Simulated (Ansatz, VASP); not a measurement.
## Two plane-wave programs on ZnS

Contents of INCAR:

```
  ALGO = Normal
  EDIFF = 1E-6
  ENCUT = 520
  GGA = PE
  ISIF = 2
  ISMEAR = 0
  LASPH = True
  LCHARG = False
  LREAL = False
  LWAVE = False
  NBANDS = 46
  NELM = 80
  PREC = Accurate
  SIGMA = 0.05
```

File KPOINTS:

```
k-points
0
Gamma
  12 12 2
```

Contents of POSCAR:

```
ZnS
1.0
    3.9621251467      0.0000000000      0.0000000000
   -1.9810625733      3.4313010300      0.0000000000
    0.0000000000      0.0000000000     12.5902250239
Zn S
4 4
Direct
    0.0000000000      0.0000000000      0.0000503469
    0.0000000000      0.0000000000      0.5000503469
    0.3333333333      0.6666666667      0.2500245137
    0.6666666667      0.3333333333      0.7500245137
    0.0000000000      0.0000000000      0.1872896978
    0.0000000000      0.0000000000      0.6872896978
    0.3333333333      0.6666666667      0.4376354415
    0.6666666667      0.3333333333      0.9376354415
```

Input for Ansatz:

```yaml
crystal:
  lattice:
    - [3.9621251467, 0.0, 0.0]
    - [-1.9810625733, 3.43130103, 0.0]
    - [0.0, 0.0, 12.5902250239]
  atoms:
    - { symbol: Zn, position: [0.0, 0.0, 5.03469e-05] }
    - { symbol: Zn, position: [0.0, 0.0, 0.5000503469] }
    - { symbol: Zn, position: [0.3333333333, 0.6666666667, 0.2500245137] }
    - { symbol: Zn, position: [0.6666666667, 0.3333333333, 0.7500245137] }
    - { symbol: S, position: [0.0, 0.0, 0.1872896978] }
    - { symbol: S, position: [0.0, 0.0, 0.6872896978] }
    - { symbol: S, position: [0.3333333333, 0.6666666667, 0.4376354415] }
    - { symbol: S, position: [0.6666666667, 0.3333333333, 0.9376354415] }
basis:
  ecutwfc: 420
kpoints:
  mp_grid: { grid: [12, 12, 2] }
hamiltonian:
  xc: pbe
scf:
  occupations: { method: gaussian, width: 0.05 }
output:
  forces: true
  stress: true
  eigenvalues: true
```

Change from the starting cell: strain +0.030 along x and y, +0.000 along z, atoms carried along.

Alike in both runs: task single point; functional PBE; k mesh 12 × 12 × 2; occupations gaussian, width 0.05 eV; no spin polarisation.

|  | VASP | Ansatz |
| --- | --- | --- |
| version | VASP 6.6.1 | Ansatz 0.2.0 |
| potentials or method | VASP PAW PBE potentials, release 64 (Zn, S), cutoff 520 eV | scalar-relativistic, plane waves, PAW |
| valence electrons in the cell | 72 | 72 |

Ansatz gave:

| Quantity | Value |
| --- | --- |
| gap on the k mesh at the Fermi level (eV) | 1.78 |
| least direct gap on the mesh (eV) | 1.78 |
| pressure (GPa) | -3.5 |
| traceless stress, the component that is largest in VASP (GPa) | 2.08 |
| rms of the force components (eV/Å) | 0.073 |

What did VASP give for the same quantities?

gap on the k mesh at the Fermi level (eV): 1.78; least direct gap on the mesh (eV): 1.78; pressure (GPa): -3.4; traceless stress, the component that is largest in VASP (GPa): 2.10; rms of the force components (eV/Å): 0.074.

Atom by atom the forces differ by 0.001 eV/Å (rms over components).
